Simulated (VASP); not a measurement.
The system is Fe.

```
Fe
1.0
     2.39274    0.00000    0.00000
    -1.19637    2.07218    0.00000
     0.00000    0.00000    2.30099
Fe
1
Cartesian
  0.0000 0.0000 0.0000
```

This isn't the form of Fe at room conditions, which is bcc.

Base run:

| Item | Value |
| --- | --- |
| Program | VASP 6.6.1 |
| Functional | PBE |
| Potentials or basis | VASP PAW PBE potentials, release 64 (Fe) |
| Cutoff | 520 eV |
| k mesh | 18 × 18 × 16 |
| Occupations | tetrahedron |
| Spin | collinear spin, ferromagnetic start |
| Starting moments | [2.5] μB |

Its results: pressure 15.7 GPa; net moment 2.14 μB per cell; site moments Fe +2.12 μB.

The run is repeated on the same cell with these changes: occupations from tetrahedron to fermi-dirac, width 0.08 eV. What comes out?

Pressure 15.0 GPa; net moment 2.11 μB per cell; site moments Fe +2.09 μB.

Caveats: the cell stands under pressure.
